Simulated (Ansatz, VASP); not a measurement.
**Rh in VASP and in Ansatz**

File POSCAR:

```
Rh
1.0
    2.8117889100      0.0000000000      0.0000000000
   -1.4058944550      2.4350806261      0.0000000000
    0.0000000000      0.0000000000      4.5225619099
Rh
2
Direct
    0.6666666667      0.3333333333      0.7500000000
    0.3333333333      0.6666666667      0.2500000000
```

File INCAR.step1:

```
SYSTEM = Rh
PREC = Accurate
ENCUT = 520
ISMEAR = 0
SIGMA = 0.1
LREAL = .False.
LASPH = .True.
NELM = 60
NBANDS = 22
GGA = PE
ALGO = Normal
EDIFF = 1E-4
LWAVE = .True.
LCHARG = .False.
```

Contents of INCAR.step2:

```
SYSTEM = Rh
PREC = Accurate
ENCUT = 520
EDIFF = 1E-7
ISMEAR = 0
SIGMA = 0.1
LREAL = .False.
LASPH = .True.
NELM = 60
ALGO = Normal
ISIF = 2
LWAVE = .False.
LCHARG = .True.
METAGGA = R2SCAN
LMIXTAU = .True.
LELF = .True.
LVHAR = .True.
NBANDS = 22
ISTART = 1
```

KPOINTS

```
Automatic mesh
0
Gamma
  24 24 12
  0 0 0
```

Input for Ansatz:

```yaml
crystal:
  lattice:
    - [2.81178891, 0.0, 0.0]
    - [-1.405894455, 2.4350806261, 0.0]
    - [0.0, 0.0, 4.5225619099]
  atoms:
    - { symbol: Rh, position: [0.6666666667, 0.3333333333, 0.75] }
    - { symbol: Rh, position: [0.3333333333, 0.6666666667, 0.25] }
basis:
  ecutwfc: 500
kpoints:
  mp_grid: { grid: [24, 24, 12] }
hamiltonian:
  xc: r2scan
scf:
  occupations: { method: gaussian, width: 0.1 }
output:
  forces: true
  stress: true
  eigenvalues: true
```

Change from the starting cell: equal strain along all axes, cell held, atoms relaxed: +4.0 %.

Alike in both runs: task single point; functional r2SCAN; k mesh 24 × 24 × 12; occupations gaussian, width 0.1 eV; no spin polarisation.

```csv
,VASP,Ansatz
version,VASP 6.6.1,Ansatz 0.2.0
potentials or method,"VASP PAW PBE potentials, release 64 (Rh_pv), cutoff 520 eV","scalar-relativistic, plane waves, PAW"
valence electrons in the cell,30,34
```

Ansatz gave:

- gap on the k mesh at the Fermi level (eV): none
- pressure (GPa): -24.2
- traceless stress, the component that is largest in VASP (GPa): -0.22

Task: Estimate VASP's values.

Result: gap on the k mesh at the Fermi level (eV): none; pressure (GPa): -23.5; traceless stress, the component that is largest in VASP (GPa): -0.19.

VASP's potentials were made for PBE, not for r2SCAN. A gap of «none» marks a metal or a gap that the smearing closes. VASP's potentials hold 30 valence electrons a cell and Ansatz's 34, so a difference there can come from the potentials and not from the codes.
